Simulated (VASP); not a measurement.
# Sc3NbO2 (P6/mmm) in VASP: further runs

The runs below take Sc3NbO2 through single point, with PBE.

All numbers are computed with VASP 6.6.1; they aren't measurements. Logs are shortened: lines on timing, memory, paths and dates and some standing lists are left out, and cuts for length are marked.

## Step 1: The cell of the first run

The structure is hexagonal, space group P6/mmm (No. 191). Conventional cell: a = 4.072 Å, b = 4.072 Å, c = 6.925 Å, α = 90.00°, β = 90.00°, γ = 120.00°. Sc (site symmetry -6m2) has 6 Sc at 2.35 Å and 6 O at 3.03 Å within 3.1 Å. Within 2.5 Å of Sc (site symmetry 6/mmm) lie 2 O at 1.92 Å and 6 Sc at 2.35 Å. Nb (site symmetry 6/mmm) has 2 O at 1.55 Å within 2.1 Å. Within 2.1 Å of O (site symmetry 6mm) lie 1 Nb at 1.55 Å and 1 Sc at 1.92 Å.

## Step 2: Single point, PBE, collinear spin, zero start

Contents of INCAR:

```
PREC = Accurate
ENCUT = 520
EDIFF = 1E-6
ISMEAR = 0
SIGMA = 0.1
LREAL = F
LASPH = T
NELM = 150
ALGO = Normal
ISIF = 2
LWAVE = F
LCHARG = F
ISPIN = 2
MAGMOM = 0 0 0 0 0 0
LORBIT = 11
LMAXMIX = 4
GGA = PE
NBANDS = 42
```

Contents of KPOINTS:

```
regular mesh
0
Gamma
  6 6 4
```

Contents of POSCAR:

```
Sc3NbO2
1.0
    4.0722716900      0.0000000000      0.0000000000
   -2.0361358400      3.5266907300      0.0000000000
    0.0000000000      0.0000000000      6.9252267900
Sc Nb O
3 1 2
Direct
    0.3333333300      0.6666666700      0.0000000000
    0.6666666700      0.3333333300      0.0000000000
    0.0000000000      0.0000000000      0.0000000000
    0.0000000000      0.0000000000      0.5000000000
    0.0000000000      0.0000000000      0.2767664700
    0.0000000000      0.0000000000      0.7232335300
```

Potentials or basis: VASP PAW PBE potentials, release 64 (Sc_sv, Nb_sv, O).

Launch:

```bash
$ cat potpaw_PBE.64/Sc_sv/POTCAR potpaw_PBE.64/Nb_sv/POTCAR potpaw_PBE.64/O/POTCAR > POTCAR
$ mpirun -np 1 vasp_std > vasp.out
```

OUTCAR:

```text
PREC = Accurate
   ENCUT = 520
   EDIFF = 1E-6
   ISMEAR = 0
   LREAL = F
   LASPH = T
   NELM = 150
   ISIF = 2
   ISPIN = 2
   LORBIT = 11
   GGA = PE

 ion  position               nearest neighbor table
   1  0.333  0.667  0.000-   2 2.35   3 2.35   2 2.35   3 2.35   3 2.35   2 2.35
   2  0.667  0.333  0.000-   1 2.35   3 2.35   1 2.35   3 2.35   3 2.35   1 2.35
   3  0.000  0.000  0.000-   5 1.92   6 1.92   1 2.35   2 2.35   1 2.35   2 2.35   2 2.35   1 2.35

   4  0.000  0.000  0.500-   5 1.55   6 1.55
   5  0.000  0.000  0.277-   4 1.55   3 1.92
   6  0.000  0.000  0.723-   4 1.55   3 1.92

  LATTYP: Found a hexagonal cell.
 ALAT       =     4.0722716900
 C/A-ratio  =     1.7005807365

  Lattice vectors:

 A1 = (   4.0722716900,   0.0000000000,   0.0000000000)
 A2 = (  -2.0361358400,   3.5266907300,   0.0000000000)
 A3 = (   0.0000000000,   0.0000000000,   6.9252267900)

Analysis of symmetry for initial positions (statically):
=====================================================================
 Subroutine PRICEL returns:
 Original cell was already a primitive cell.

 Routine SETGRP: Setting up the symmetry group for a
 hexagonal supercell.

 Subroutine GETGRP returns: Found 24 space group operations
 (whereof 24 operations were pure point group operations)
 out of a pool of 24 trial point group operations.

The static configuration has the point symmetry D_6h.

Analysis of symmetry for dynamics (positions and initial velocities):
=====================================================================
 Subroutine PRICEL returns:
 Original cell was already a primitive cell.

 Routine SETGRP: Setting up the symmetry group for a
 hexagonal supercell.

 Subroutine GETGRP returns: Found 24 space group operations
 (whereof 24 operations were pure point group operations)
 out of a pool of 24 trial point group operations.

The dynamic configuration has the point symmetry D_6h.

Analysis of structural, dynamic, and magnetic symmetry:
=====================================================================
 Subroutine PRICEL returns:
 Original cell was already a primitive cell.

 Routine SETGRP: Setting up the symmetry group for a
 hexagonal supercell.

 Subroutine GETGRP returns: Found 24 space group operations
 (whereof 24 operations were pure point group operations)
 out of a pool of 24 trial point group operations.

The overall configuration has the point symmetry D_6h.

 Subroutine INISYM returns: Found 24 space group operations
 (whereof 24 operations are pure point group operations),
 and found     1 'primitive' translations

----------------------------------------------------------------------------------------

                                     Primitive cell

  volume of cell :      99.4576

  direct lattice vectors                    reciprocal lattice vectors
     4.072271690  0.000000000  0.000000000     0.245563183  0.141775970  0.000000000
    -2.036135840  3.526690730  0.000000000     0.000000000  0.283551940  0.000000000
     0.000000000  0.000000000  6.925226790     0.000000000  0.000000000  0.144399603

  length of vectors
     4.072271690  4.072271683  6.925226790     0.283551940  0.283551940  0.144399603

  position of ions in fractional coordinates (direct lattice)
     0.333333330  0.666666670  0.000000000
     0.666666670  0.333333330  0.000000000
     0.000000000  0.000000000  0.000000000
     0.000000000  0.000000000  0.500000000
     0.000000000  0.000000000  0.276766470
     0.000000000  0.000000000  0.723233530

  ion indices of the primitive-cell ions
   primitive index   ion index
                 1           1
                 2           2
                 3           3
                 4           4
                 5           5
                 6           6

----------------------------------------------------------------------------------------

 KPOINTS: regular mesh

Automatic generation of k-mesh.
 Grid dimensions read from file:
 generate k-points for:    6    6    4

 Generating k-lattice:

  Cartesian coordinates                     Fractional coordinates (reciprocal lattice)
     0.040927197  0.023629328  0.000000000     0.166666667  0.000000000  0.000000000
     0.000000000  0.047258657  0.000000000     0.000000000  0.166666667  0.000000000
     0.000000000  0.000000000  0.036099901     0.000000000  0.000000000  0.250000000

  Length of vectors
     0.047258657  0.047258657  0.036099901

  Shift w.r.t. Gamma in fractional coordinates (k-lattice)
     0.000000000  0.000000000  0.000000000

 Subroutine IBZKPT returns following result:
 ===========================================

 Found     21 irreducible k-points:

 Following reciprocal coordinates:
            Coordinates               Weight
  0.000000  0.000000  0.000000      1.000000
  0.166667  0.000000  0.000000      6.000000
  0.333333  0.000000  0.000000      6.000000
  0.500000  0.000000  0.000000      3.000000
  0.166667  0.166667  0.000000      6.000000
  0.333333  0.166667  0.000000     12.000000
[... 13 lines left out ...]
  0.333333  0.166667  0.500000     12.000000
  0.333333  0.333333  0.500000      2.000000
   k-points           NKPTS =     21   k-points in BZ     NKDIM =     21   number of bands    NBANDS=     42
   number of dos      NEDOS =    301   number of ions     NIONS =      6
   total plane-waves  NPLWV =  48600
   dimension x,y,z NGX =    30 NGY =   30 NGZ =   54
   dimension x,y,z NGXF=    60 NGYF=   60 NGZF=  108
   ions per type =               3   1   2
   NGX,Y,Z   is equivalent  to a cutoff of  12.25, 12.25, 12.96 a.u.
   NGXF,Y,Z  is equivalent  to a cutoff of  24.49, 24.49, 25.93 a.u.
 SYSTEM =  unknown system
   PREC   = accura    normal or accurate (medium, high low for compatibility)
   ISTART =      0    job   : 0-new  1-cont  2-samecut
   ICHARG =      2    charge: 1-file 2-atom 10-const
   ISPIN  =      2    spin polarized calculation?
   LNONCOLLINEAR =      F non collinear calculations
   LSORBIT =      F    spin-orbit coupling
   LASPH  =      T    aspherical Exc in radial PAW
   ENCUT  =  520.0 eV  38.22 Ry    6.18 a.u.   7.57  7.57 12.88*2*pi/ulx,y,z
   NELM   =    150;   NELMIN=  2; NELMDL= -5     # of ELM steps
   EDIFF  = 0.1E-05   stopping-criterion for ELM
   LREAL  =      F    real-space projection
[... 7 lines left out ...]
   TEBEG  =    0.0;   TEEND  =   0.0 temperature during run
   PSTRESS=    0.0 pullay stress
   NELECT =      58.0000    total number of electrons
   NUPDOWN=      -1.0000    fix difference up-down
   EMIN   =  10.00;   EMAX   =-10.00  energy-range for DOS
   EFERMI =   0.00;   METHOD = LEGACY
   ISMEAR =     0;   SIGMA  =   0.10  broadening in eV -4-tet -1-fermi 0-gaus
   EFERMI_NEDOS =   21; number of points for ismear=-14 and -15
   IALGO  =     38    algorithm
   IMIX   =      4    mixing-type and parameters
     AMIX     =   0.40;   BMIX     =  1.00
     AMIX_MAG =   1.60;   BMIX_MAG =  1.00
  volume/ion in A,a.u.               =      16.58       111.86
  Fermi-wavevector in a.u.,A,eV,Ry     =   1.367744  2.584661 25.452737  1.870723
  Thomas-Fermi vector in A             =   2.493769
   LORBIT       =     11    0 simple, 1 ext, 2 COOP (PROOUT), +10 PAW based schemes
   GGA     = PE    functional components
   LHFCALC =     F    Hartree Fock is set to
   AEXX    =    0.0000 exact exchange contribution
   IVDW    =     0    specifies the selected vdW correction
   LEPSILON=     F    determine dielectric tensor
   LRPA    =     F    only Hartree local field effects (RPA)
 spin polarized calculation
 Gauss-broadening in eV      SIGMA  =   0.10
  energy-cutoff  :      520.00
  volume of cell :       99.46
 maximum number of plane-waves:      2702
   NGX = 15   NGY = 15   NGZ = 25

 number of electron      58.0000019 magnetization       0.0001808

 number of electron      58.0000014 magnetization      -0.0001496

 Free energy of the ion-electron system (eV)
  ---------------------------------------------------
  ext. energy  EPLUGINS =         0.00000000
  ---------------------------------------------------
  free energy    TOTEN  =       -25.90894535 eV

  energy without entropy =      -25.88575182  energy(sigma->0) =      -25.89734859

 E-fermi :   5.6077     XC(G=0): -10.2338

 val. band max:        5.5857332037   @ k =   0.0000   0.0000   0.2500
 cond. band min:       5.6645665454   @ k =   0.3333   0.1667   0.2500
 fundamental gap:      0.0788333417
 Fermi energy:         5.6076787739

 spin component 1

 k-point     1 :       0.0000    0.0000    0.0000
  band No.  band energies     occupation
      1     -49.8960      1.00000
      2     -43.5673      1.00000
      3     -42.2145      1.00000
      4     -41.7829      1.00000
      5     -29.0670      1.00000
      6     -25.6415      1.00000
[... 33 lines left out ...]
     40       8.2185      0.00000
     41       9.8543      0.00000

 k-point     2 :       0.1667    0.0000    0.0000
  band No.  band energies     occupation
      1     -49.8956      1.00000
      2     -43.4653      1.00000
      3     -42.2799      1.00000
      4     -41.8442      1.00000
      5     -29.0661      1.00000
      6     -25.6495      1.00000
[... 825 lines left out ...]
     40      10.4313      0.00000
     41      10.5295      0.00000

 k-point    21 :       0.3333    0.3333    0.5000
  band No.  band energies     occupation
      1     -49.8943      1.00000
      2     -42.7506      1.00000
      3     -42.7506      1.00000
      4     -42.1793      1.00000
      5     -29.0558      1.00000
      6     -25.6640      1.00000
[... 33 lines left out ...]
     40      10.2955      0.00000
     41      11.1909      0.00000
 Fermi energy:         5.6076787739

 spin component 2

 k-point     1 :       0.0000    0.0000    0.0000
  band No.  band energies     occupation
      1     -49.8972      1.00000
      2     -43.5668      1.00000
      3     -42.2140      1.00000
      4     -41.7827      1.00000
      5     -29.0674      1.00000
      6     -25.6432      1.00000
[... 33 lines left out ...]
     40       8.2189      0.00000
     41       9.8547      0.00000

 k-point     2 :       0.1667    0.0000    0.0000
  band No.  band energies     occupation
      1     -49.8968      1.00000
      2     -43.4648      1.00000
      3     -42.2793      1.00000
      4     -41.8439      1.00000
      5     -29.0665      1.00000
      6     -25.6512      1.00000
[... 825 lines left out ...]
     40      10.4320      0.00000
     41      10.5291      0.00000

 k-point    21 :       0.3333    0.3333    0.5000
  band No.  band energies     occupation
      1     -49.8954      1.00000
      2     -42.7500      1.00000
      3     -42.7500      1.00000
      4     -42.1791      1.00000
      5     -29.0562      1.00000
      6     -25.6657      1.00000
[... 33 lines left out ...]
     40      10.2964      0.00000
     41      11.1143      0.00000
 [bands above 41 left out]

------------------------ aborting loop because EDIFF is reached ----------------------------------------

  FORCE on cell =-STRESS in cart. coord.  units (eV):
  Direction    XX          YY          ZZ          XY          YZ          ZX
  --------------------------------------------------------------------------------------
  -------------------------------------------------------------------------------------
  Total       22.2991774     22.2991773     93.6010818      0.0000000     -0.0000000      0.0000000
  in kB      359.2206573    359.2206563   1507.8332936      0.0000005     -0.0000000      0.0000000
  external PRESSURE =     742.0915358 kB  Pullay stress =       0.0000000 kB

 VOLUME and BASIS-vectors are now :
 -----------------------------------------------------------------------------
  energy-cutoff  :      520.00
  volume of cell :       99.46
      direct lattice vectors                 reciprocal lattice vectors
     4.072271690  0.000000000  0.000000000     0.245563183  0.141775970  0.000000000
    -2.036135840  3.526690730  0.000000000     0.000000000  0.283551940  0.000000000
     0.000000000  0.000000000  6.925226790     0.000000000  0.000000000  0.144399603

 POSITION                                       TOTAL-FORCE (eV/Angst)
 -----------------------------------------------------------------------------------
     -0.00000      2.35113      0.00000         0.000000     -0.000000     -0.000000
      2.03614      1.17556      0.00000        -0.000000      0.000000      0.000000
      0.00000      0.00000      0.00000        -0.000000      0.000000      0.000000
      0.00000      0.00000      3.46261        -0.000000      0.000000      0.000000
      0.00000      0.00000      1.91667         0.000000      0.000000    -22.104086
      0.00000      0.00000      5.00856         0.000000      0.000000     22.104086
 -----------------------------------------------------------------------------------
    total drift:                               -0.000000      0.000000     -0.000000

  FREE ENERGIE OF THE ION-ELECTRON SYSTEM (eV)
  ---------------------------------------------------
  free  energy   TOTEN  =       -25.9089453513 eV

  energy  without entropy=      -25.8857518202  energy(sigma->0) =      -25.89734859

 total charge

# of ion       s       p       d       tot
------------------------------------------
    1        2.357   6.055   2.145  10.556
    2        2.357   6.055   2.145  10.556
    3        2.376   6.251   2.300  10.926
    4        2.235   6.291   3.136  11.663
    5        1.648   3.645   0.000   5.293
    6        1.648   3.645   0.000   5.293
--------------------------------------------------
tot         12.621  31.941   9.726  54.288

 magnetization (x)

# of ion       s       p       d       tot
------------------------------------------
    1        0.000   0.000   0.001   0.001
    2        0.000   0.000   0.001   0.001
    3        0.000   0.000   0.000   0.000
    4       -0.000  -0.000  -0.001  -0.001
    5        0.000   0.000   0.000   0.000
    6        0.000   0.000   0.000   0.000
--------------------------------------------------
tot          0.000   0.000   0.000   0.000
```

Wall time 3.6 min (1 thread of Intel Xeon Platinum 8375C at 2.90GHz (Ice Lake), shared host); peak memory 0.33 GiB.

What came out:

```yaml
Free_energy: -25.9089 eV
Pressure: 74.2 GPa
Largest_force: 22.104 eV/Å
Band_gap_on_the_k_mesh: zero (filled and empty bands overlap)
Net_moment: 0.00 μB per cell
Valence_electrons_inside_the_program's_atomic_spheres: Sc 10.56, 10.93; Nb 11.66; O 5.29
```

Forces on the atoms (eV/Å):
```
Sc    0.000   0.000   0.000
Sc    0.000   0.000   0.000
Sc    0.000   0.000   0.000
Nb    0.000   0.000   0.000
O     0.000   0.000 -22.104
O     0.000   0.000  22.104
```

Stress tensor (GPa, compression positive):
```
 35.92   0.00   0.00
  0.00  35.92   0.00
  0.00   0.00 150.78
```

Caveat: forces of over 1 eV/Å act on the atoms, so gaps and moduli don't describe the material at rest.

## Step 3: Single point, PBE

This run uses another cell than the first one, of 33.49 Å³/atom, 2.020 times its volume.

Contents of INCAR:

```
PREC     = Accurate       # precision mode
ENCUT    = 520            # plane-wave cutoff, eV
EDIFF    = 1E-7           # SCF threshold, eV
ISMEAR   = 0              # smearing method
SIGMA    = 0.1            # smearing width, eV
LREAL    = F              # projectors in reciprocal space
LASPH    = T              # aspherical terms in the spheres
NELM     = 100            # most SCF steps
ALGO     = Normal         # electronic algorithm
ISIF     = 2              # what is computed and relaxed
LWAVE    = F              # write WAVECAR
LCHARG   = T              # write CHGCAR
GGA      = PE             # functional
LELF     = T              # ELF
LVHAR    = T            
NBANDS   = 38             # bands
```

Contents of KPOINTS:

```
regular mesh
0
Gamma
  12 12 6
```

Contents of POSCAR:

```
Sc3NbO2
1.0
    5.4833204130      0.0000000000      0.0000000000
   -2.7416602065      4.7486947748      0.0000000000
    0.0000000000      0.0000000000      7.7171612378
Sc Nb O
3 1 2
Direct
    0.3333333333      0.6666666667      0.0000000000
    0.6666666667      0.3333333333      0.0000000000
    0.0000000000      0.0000000000      0.0000000000
    0.0000000000      0.0000000000      0.5000000000
    0.0000000000      0.0000000000      0.2557784745
    0.0000000000      0.0000000000      0.7442215255
```

Potentials or basis: VASP PAW PBE potentials, release 64 (Sc_sv, Nb_sv, O).

Launch:

```bash
$ cat potpaw_PBE.64/Sc_sv/POTCAR potpaw_PBE.64/Nb_sv/POTCAR potpaw_PBE.64/O/POTCAR > POTCAR
$ mpirun -np 1 vasp_std > vasp.out
```

Run time: 11 min. Hardware: 1 thread of Intel Xeon Platinum 8375C at 2.90GHz (Ice Lake), shared host; peak memory 0.68 GiB.

It converged, with:

```yaml
Free_energy: -39.3825 eV
Pressure: 0.1 GPa
Largest_force: 0.112 eV/Å
Band_gap_on_the_k_mesh: zero (band 29 reaches 1.70 eV, above the bottom of band 30 at 1.40 eV)
```

Forces on the atoms (eV/Å):
```
Sc   0.000  0.000  0.000
Sc   0.000  0.000  0.000
Sc   0.000  0.000  0.000
Nb   0.000  0.000  0.000
O    0.000  0.000  0.112
O    0.000  0.000 -0.112
```

Stress tensor (GPa, compression positive):
```
-0.01  0.00  0.00
 0.00 -0.01  0.00
 0.00  0.00  0.22
```

Levels at points of the mesh, in eV from the Fermi level:
```csv
k point,band 26,band 27,band 28,band 29,band 30,band 31,band 32,band 33
"(0.00, 0.00, 0.00)",-1.18,-0.16,-0.16,0.19,0.19,0.28,0.28,0.33
"(0.50, 0.00, 0.00)",-1.48,-1.24,-0.32,0.00,0.05,0.17,0.18,0.42
"(0.00, 0.00, 0.50)",-1.34,-0.11,-0.11,0.05,0.05,0.12,0.12,0.24
"(0.50, 0.00, 0.50)",-1.67,-1.23,-0.54,0.04,0.20,0.20,0.21,0.39
```
